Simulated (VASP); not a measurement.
# KMgF3 in VASP: further runs

KMgF3 is run at these levels: PBE; tasks: single point.

Everything below comes from runs of VASP 6.6.1. Logs are shortened: lines on timing, memory, paths and dates and some standing lists are left out, and cuts for length are marked.

## 1. The cell of the first run

The structure is cubic, space group Pm-3m (No. 221). Conventional cell: a = 4.105 Å, b = 4.105 Å, c = 4.105 Å, α = 90.00°, β = 90.00°, γ = 90.00°. K (site symmetry m-3m) has 12 F at 2.90 Å and 8 Mg at 3.56 Å within 3.8 Å. Within 2.7 Å of Mg (site symmetry m-3m) lie 6 F at 2.05 Å. Within 2.7 Å of F (site symmetry 4/mmm) lie 2 Mg at 2.05 Å.

## 2. Single point, PBE (strain +0.030 along x and y, +0.030 along z)

Contents of INCAR:

```
SYSTEM = KMgF3
ALGO = Normal
EDIFF = 1E-6
ENCUT = 520
GGA = PE
ISIF = 2
ISMEAR = 0
LASPH = .TRUE.
LCHARG = .TRUE.
LELF = .TRUE.
LREAL = .FALSE.
LVHAR = .TRUE.
LWAVE = .FALSE.
NBANDS = 24
NELM = 80
PREC = Accurate
SIGMA = 0.05
```

Contents of KPOINTS:

```
k-points
0
G
  6 6 6
  0 0 0
```

Contents of POSCAR:

```
KMgF3
1.0
    4.1054770000      0.0000000000      0.0000000000
    0.0000000000      4.1054770000      0.0000000000
    0.0000000000      0.0000000000      4.1054770000
K Mg F
1 1 3
Direct
    0.5000000000      0.5000000000      0.5000000000
    0.0000000000      0.0000000000      0.0000000000
    0.5000000000      0.0000000000      0.0000000000
    0.0000000000      0.5000000000      0.0000000000
    0.0000000000      0.0000000000      0.5000000000
```

Potentials or basis: VASP PAW PBE potentials, release 64 (K_sv, Mg, F).

Launch:

```console
$ cat potpaw_PBE.64/K_sv/POTCAR potpaw_PBE.64/Mg/POTCAR potpaw_PBE.64/F/POTCAR > POTCAR
$ mpirun -np 1 vasp_std > vasp.out
```

OUTCAR:

```text
SYSTEM = KMgF3
   EDIFF = 1E-6
   ENCUT = 520
   GGA = PE
   ISIF = 2
   ISMEAR = 0
   LASPH = .TRUE.
   LREAL = .FALSE.
   NELM = 80
   PREC = Accurate

 ion  position               nearest neighbor table
   1  0.500  0.500  0.500-   2 3.56   2 3.56   2 3.56   2 3.56   2 3.56   2 3.56   2 3.56   2 3.56

   2  0.000  0.000  0.000-   3 2.05   4 2.05   5 2.05   5 2.05   4 2.05   3 2.05   1 3.56   1 3.56
                             1 3.56   1 3.56   1 3.56   1 3.56   1 3.56   1 3.56
   3  0.500  0.000  0.000-   2 2.05   2 2.05
   4  0.000  0.500  0.000-   2 2.05   2 2.05
   5  0.000  0.000  0.500-   2 2.05   2 2.05

  LATTYP: Found a simple cubic cell.
 ALAT       =     4.1054770000

  Lattice vectors:

 A1 = (   4.1054770000,   0.0000000000,   0.0000000000)
 A2 = (   0.0000000000,   4.1054770000,   0.0000000000)
 A3 = (   0.0000000000,   0.0000000000,   4.1054770000)

Analysis of symmetry for initial positions (statically):
=====================================================================
 Subroutine PRICEL returns:
 Original cell was already a primitive cell.

 Routine SETGRP: Setting up the symmetry group for a
 simple cubic supercell.

 Subroutine GETGRP returns: Found 48 space group operations
 (whereof 48 operations were pure point group operations)
 out of a pool of 48 trial point group operations.

The static configuration has the point symmetry O_h .

Analysis of symmetry for dynamics (positions and initial velocities):
=====================================================================
 Subroutine PRICEL returns:
 Original cell was already a primitive cell.

 Routine SETGRP: Setting up the symmetry group for a
 simple cubic supercell.

 Subroutine GETGRP returns: Found 48 space group operations
 (whereof 48 operations were pure point group operations)
 out of a pool of 48 trial point group operations.

The dynamic configuration has the point symmetry O_h .

 Subroutine INISYM returns: Found 48 space group operations
 (whereof 48 operations are pure point group operations),
 and found     1 'primitive' translations

----------------------------------------------------------------------------------------

                                     Primitive cell

  volume of cell :      69.1976

  direct lattice vectors                    reciprocal lattice vectors
     4.105477000  0.000000000  0.000000000     0.243577056  0.000000000  0.000000000
     0.000000000  4.105477000  0.000000000     0.000000000  0.243577056  0.000000000
     0.000000000  0.000000000  4.105477000     0.000000000  0.000000000  0.243577056

  length of vectors
     4.105477000  4.105477000  4.105477000     0.243577056  0.243577056  0.243577056

  position of ions in fractional coordinates (direct lattice)
     0.500000000  0.500000000  0.500000000
     0.000000000  0.000000000  0.000000000
     0.500000000  0.000000000  0.000000000
     0.000000000  0.500000000  0.000000000
     0.000000000  0.000000000  0.500000000

  ion indices of the primitive-cell ions
   primitive index   ion index
                 1           1
                 2           2
                 3           3
                 4           4
                 5           5

----------------------------------------------------------------------------------------

 KPOINTS: k-points

Automatic generation of k-mesh.
 Grid dimensions read from file:
 generate k-points for:    6    6    6

 Generating k-lattice:

  Cartesian coordinates                     Fractional coordinates (reciprocal lattice)
     0.040596176  0.000000000  0.000000000     0.166666667  0.000000000  0.000000000
     0.000000000  0.040596176  0.000000000     0.000000000  0.166666667  0.000000000
     0.000000000  0.000000000  0.040596176     0.000000000  0.000000000  0.166666667

  Length of vectors
     0.040596176  0.040596176  0.040596176

  Shift w.r.t. Gamma in fractional coordinates (k-lattice)
     0.000000000  0.000000000  0.000000000

 Subroutine IBZKPT returns following result:
 ===========================================

 Found     20 irreducible k-points:

 Following reciprocal coordinates:
            Coordinates               Weight
  0.000000  0.000000  0.000000      1.000000
  0.166667  0.000000  0.000000      6.000000
  0.333333  0.000000  0.000000      6.000000
  0.500000  0.000000  0.000000      3.000000
  0.166667  0.166667  0.000000     12.000000
  0.333333  0.166667  0.000000     24.000000
[... 12 lines left out ...]
  0.500000  0.500000  0.333333      6.000000
  0.500000  0.500000  0.500000      1.000000
   k-points           NKPTS =     20   k-points in BZ     NKDIM =     20   number of bands    NBANDS=     24
   number of dos      NEDOS =    301   number of ions     NIONS =      5
   total plane-waves  NPLWV =  32768
   dimension x,y,z NGX =    32 NGY =   32 NGZ =   32
   dimension x,y,z NGXF=    64 NGYF=   64 NGZF=   64
   ions per type =               1   1   3
   NGX,Y,Z   is equivalent  to a cutoff of  12.96, 12.96, 12.96 a.u.
   NGXF,Y,Z  is equivalent  to a cutoff of  25.92, 25.92, 25.92 a.u.
 SYSTEM =  KMgF3
   PREC   = accura    normal or accurate (medium, high low for compatibility)
   ISTART =      0    job   : 0-new  1-cont  2-samecut
   ICHARG =      2    charge: 1-file 2-atom 10-const
   ISPIN  =      1    spin polarized calculation?
   LNONCOLLINEAR =      F non collinear calculations
   LSORBIT =      F    spin-orbit coupling
   LASPH  =      T    aspherical Exc in radial PAW
   ENCUT  =  520.0 eV  38.22 Ry    6.18 a.u.   7.63  7.63  7.63*2*pi/ulx,y,z
   NELM   =     80;   NELMIN=  2; NELMDL= -5     # of ELM steps
   EDIFF  = 0.1E-05   stopping-criterion for ELM
   LREAL  =      F    real-space projection
   EDIFFG = 0.1E-04   stopping-criterion for IOM
   NSW    =      0    number of steps for IOM
   IBRION =     -1    ionic relax: 0-MD 1-quasi-New 2-CG
   NFREE  =      0    steps in history (QN), initial steepest desc. (CG)
   ISIF   =      2    stress and relaxation
   ISYM   =      2    0-nonsym 1-usesym 2-fastsym
   POTIM  = 0.5000    time-step for ionic-motion
   TEBEG  =    0.0;   TEEND  =   0.0 temperature during run
   PSTRESS=    0.0 pullay stress
   NELECT =      32.0000    total number of electrons
   NUPDOWN=      -1.0000    fix difference up-down
   EMIN   =  10.00;   EMAX   =-10.00  energy-range for DOS
   EFERMI =   0.00;   METHOD = LEGACY
   ISMEAR =     0;   SIGMA  =   0.05  broadening in eV -4-tet -1-fermi 0-gaus
   EFERMI_NEDOS =   21; number of points for ismear=-14 and -15
   IALGO  =     38    algorithm
   IMIX   =      4    mixing-type and parameters
     AMIX     =   0.40;   BMIX     =  1.00
     AMIX_MAG =   1.60;   BMIX_MAG =  1.00
  volume/ion in A,a.u.               =      13.84        93.39
  Fermi-wavevector in a.u.,A,eV,Ry     =   1.265983  2.392361 21.806233  1.602713
  Thomas-Fermi vector in A             =   2.399208
   LORBIT       =      0    0 simple, 1 ext, 2 COOP (PROOUT), +10 PAW based schemes
   GGA     = PE    functional components
   LHFCALC =     F    Hartree Fock is set to
   AEXX    =    0.0000 exact exchange contribution
   IVDW    =     0    specifies the selected vdW correction
   LEPSILON=     F    determine dielectric tensor
   LRPA    =     F    only Hartree local field effects (RPA)
 non-spin polarized calculation
 Gauss-broadening in eV      SIGMA  =   0.05
  energy-cutoff  :      520.00
  volume of cell :       69.20
 maximum number of plane-waves:      1888
 NGX is ok and might be reduce to    32
   NGX = 15   NGY = 15   NGZ = 15

 number of electron      32.0000039 magnetization

 Free energy of the ion-electron system (eV)
  ---------------------------------------------------
  ext. energy  EPLUGINS =         0.00000000
  ---------------------------------------------------
  free energy    TOTEN  =       -24.42908764 eV

  energy without entropy =      -24.42908764  energy(sigma->0) =      -24.42908764

 E-fermi :  -1.7891     XC(G=0):  -9.2519

 val. band max:       -2.0236150429   @ k =   0.5000   0.5000   0.5000
 cond. band min:       4.6415063324   @ k =   0.0000   0.0000   0.0000
 fundamental gap:      6.6651213753
 Fermi energy:        -1.7890883240

 k-point     1 :       0.0000    0.0000    0.0000
  band No.  band energies     occupation
      1     -27.8685      2.00000
      2     -21.9190      2.00000
      3     -21.3769      2.00000
      4     -21.3769      2.00000
      5     -11.3488      2.00000
      6     -11.3488      2.00000
[... 16 lines left out ...]
     23      10.9824      0.00000
     24      13.8502      0.00000

 k-point     2 :       0.1667    0.0000    0.0000
  band No.  band energies     occupation
      1     -27.8643      2.00000
      2     -21.8925      2.00000
      3     -21.4069      2.00000
      4     -21.3750      2.00000
      5     -11.3501      2.00000
      6     -11.3396      2.00000
[... 16 lines left out ...]
     23      10.9811      0.00000
     24      13.7394      0.00000

 k-point     3 :       0.3333    0.0000    0.0000
  band No.  band energies     occupation
      1     -27.8560      2.00000
      2     -21.8248      2.00000
      3     -21.4805      2.00000
      4     -21.3720      2.00000
      5     -11.3529      2.00000
      6     -11.3212      2.00000
[... 16 lines left out ...]
     23      11.1118      0.00000
     24      13.4491      0.00000
[... 406 lines left out ...]
 k-point    19 :       0.5000    0.5000    0.3333
  band No.  band energies     occupation
      1     -27.8325      2.00000
      2     -21.5374      2.00000
      3     -21.5314      2.00000
      4     -21.5314      2.00000
      5     -11.4649      2.00000
      6     -11.4649      2.00000
[... 16 lines left out ...]
     23      11.9327      0.00000
     24      11.9327      0.00000

 k-point    20 :       0.5000    0.5000    0.5000
  band No.  band energies     occupation
      1     -27.8302      2.00000
      2     -21.5281      2.00000
      3     -21.5281      2.00000
      4     -21.5281      2.00000
      5     -11.4824      2.00000
      6     -11.4824      2.00000
[... 16 lines left out ...]
     23      11.9507      0.00000
     24      12.2797      0.00000

------------------------ aborting loop because EDIFF is reached ----------------------------------------

  FORCE on cell =-STRESS in cart. coord.  units (eV):
  Direction    XX          YY          ZZ          XY          YZ          ZX
  --------------------------------------------------------------------------------------
  -------------------------------------------------------------------------------------
  Total       -1.1716289     -1.1716289     -1.1716289      0.0000000     -0.0000000      0.0000000
  in kB      -27.1275010    -27.1275010    -27.1275010      0.0000000     -0.0000000      0.0000000
  external PRESSURE =     -27.1275010 kB  Pullay stress =       0.0000000 kB

 VOLUME and BASIS-vectors are now :
 -----------------------------------------------------------------------------
  energy-cutoff  :      520.00
  volume of cell :       69.20
      direct lattice vectors                 reciprocal lattice vectors
     4.105477000  0.000000000  0.000000000     0.243577056  0.000000000  0.000000000
     0.000000000  4.105477000  0.000000000     0.000000000  0.243577056  0.000000000
     0.000000000  0.000000000  4.105477000     0.000000000  0.000000000  0.243577056

 POSITION                                       TOTAL-FORCE (eV/Angst)
 -----------------------------------------------------------------------------------
      2.05274      2.05274      2.05274         0.000000      0.000000      0.000000
      0.00000      0.00000      0.00000         0.000000      0.000000      0.000000
      2.05274      0.00000      0.00000         0.000000      0.000000      0.000000
      0.00000      2.05274      0.00000         0.000000      0.000000      0.000000
      0.00000      0.00000      2.05274         0.000000      0.000000      0.000000
 -----------------------------------------------------------------------------------
    total drift:                                0.000000      0.000000     -0.000000

  FREE ENERGIE OF THE ION-ELECTRON SYSTEM (eV)
  ---------------------------------------------------
  free  energy   TOTEN  =       -24.4290876401 eV

  energy  without entropy=      -24.4290876401  energy(sigma->0) =      -24.42908764
```

Run time: 15 s. Hardware: 1 thread of Intel Xeon Platinum 8488C (Sapphire Rapids), shared host; peak memory 0.19 GiB.

Results:

| Quantity | Value |
| --- | --- |
| Free energy | -24.4291 eV |
| Pressure | -2.7 GPa |
| Band gap on the k mesh | 6.67 eV, indirect (least direct gap 6.98 eV) |

Caveat: the cell differs from its parent crystal (strain +0.030 along x and y, +0.030 along z). A k mesh can miss the band edges.

[end of part 1 of 2]
